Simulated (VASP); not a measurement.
TiAl: single point with PBEsol

TiAl:

```
Ti Al
1.0
     2.80421    0.00000    0.00000
    -1.40211    2.42852    0.00000
     0.00000    0.00000    4.56814
Ti Al
1 1
Direct
  0.00000 0.00000 0.00000
  0.33333 0.66667 0.50000
```

```
Program                : VASP 6.6.1
Task                   : single point
Functional             : PBEsol
Potentials or basis    : VASP PAW PBE potentials, release 64 (Ti_sv, Al)
Cutoff                 : 520 eV
k mesh                 : 11 × 11 × 6
Occupations            : fermi-dirac, width 0.05 eV
Spin                   : no spin polarisation
Dipole correction      : no
Further INCAR settings : ALGO = Normal; EDIFF = 1e-07; NBANDS = 14
```

The pressure is 5.0 GPa.

Stress tensor (GPa, compression positive):
```
4.96 0.00 0.00
0.00 4.96 0.00
0.00 0.00 5.08
```

Levels at points of the mesh, in eV from the Fermi level:
```csv
k point,band 5,band 6,band 7,band 8,band 9,band 10
"(0.00, 0.00, 0.00)",-9.23,-2.36,-1.82,1.37,1.37,3.01
"(0.00, 0.00, 0.50)",-8.25,-5.41,-0.46,1.38,1.38,2.92
```

It took 16 s on 1 thread of Intel(R) Xeon(R) Platinum 8488C (Sapphire Rapids) (shared host), peak memory 0.17 GiB.

Caveat: the PAW data sets were made with another functional, which shifts forces and pressure a little.
